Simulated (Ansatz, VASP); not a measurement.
**One calculation of Ag, two programs**

```
CELL_PARAMETERS angstrom
2.90984 0.00070 0.00021
-1.45431 2.52055 -0.00013
0.00067 -0.00010 9.44789
ATOMIC_POSITIONS crystal
Ag 0.33357 0.66627 0.24999
Ag 0.66618 0.33409 0.75003
Ag 0.00057 0.99985 0.99994
Ag 0.99968 0.99979 0.50003
```

Change from the starting cell: all atoms moved at random, sigma 0.02 Å a component; relaxed back.

Alike in both runs: functional r2SCAN; k mesh 12 × 12 × 4; occupations gaussian, width 0.15 eV; no spin polarisation.

Ansatz relaxed the structure, and its values are those at the end. VASP's run is a single point on that final structure, the one shown.

|  | VASP | Ansatz |
| --- | --- | --- |
| version | VASP 6.6.1 | Ansatz 0.2.0 |
| potentials or method | VASP PAW PBE potentials, release 64 (Ag), cutoff 520 eV | scalar-relativistic, plane waves, PAW |
| valence electrons in the cell | 44 | 76 |

|  | VASP | Ansatz | Ansatz less VASP |
| --- | --- | --- | --- |
| gap on the k mesh at the Fermi level (eV) | none | none | - |
| pressure (GPa) | 0.1 | 0.0 | -0.12 |

VASP's potentials were made for PBE, not for r2SCAN. A gap of «none» marks a metal or a gap that the smearing closes. The functional is the same, so the differences come from potentials, cutoffs and numerics. VASP's potentials hold 44 valence electrons a cell and Ansatz's 76, so a difference there can come from the potentials and not from the codes.
